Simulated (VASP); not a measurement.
ZnAg, 2 atoms in the cell. The structure is cubic, space group Pm-3m (No. 221). Conventional cell: a = 3.131 Å, b = 3.131 Å, c = 3.131 Å, α = 90.00°, β = 90.00°, γ = 90.00°. Zn (site symmetry m-3m) has 8 Ag at 2.71 Å and 6 Zn at 3.13 Å within 3.6 Å. Within 3.6 Å of Ag (site symmetry m-3m) lie 8 Zn at 2.71 Å and 6 Ag at 3.13 Å. 

| Property | Result |
| --- | --- |
| Program | VASP 6.6.1 |
| Task | single point |
| Functional | r2SCAN |
| Potentials or basis | VASP PAW PBE potentials, release 64 (Zn, Ag) |
| Cutoff | 520 eV |
| k mesh | 13 × 13 × 13 |
| Occupations | fermi-dirac, width 0.1 eV |
| Spin | no spin polarisation |
| Dipole correction | no |
| Further INCAR settings | ALGO = Normal; EDIFF = 1e-07; NBANDS = 18 |

Potentials or basis: VASP PAW PBE potentials, release 64 (Zn, Ag).

Launch:

```bash
$ cat potpaw_PBE.64/Zn/POTCAR potpaw_PBE.64/Ag/POTCAR > POTCAR
$ cp INCAR.step1 INCAR
$ mpirun -np 1 vasp_std > vasp.out
$ cp INCAR.step2 INCAR
$ mpirun -np 1 vasp_std > vasp.out
```

Hardware: 1 thread of Intel Xeon 8259CL, on a shared host.

Problem. How long does it take, and how much memory?

Solution. It took 2.5 min on 1 thread of Intel Xeon 8259CL (shared host), peak memory 0.18 GiB. Counts: k points 84.
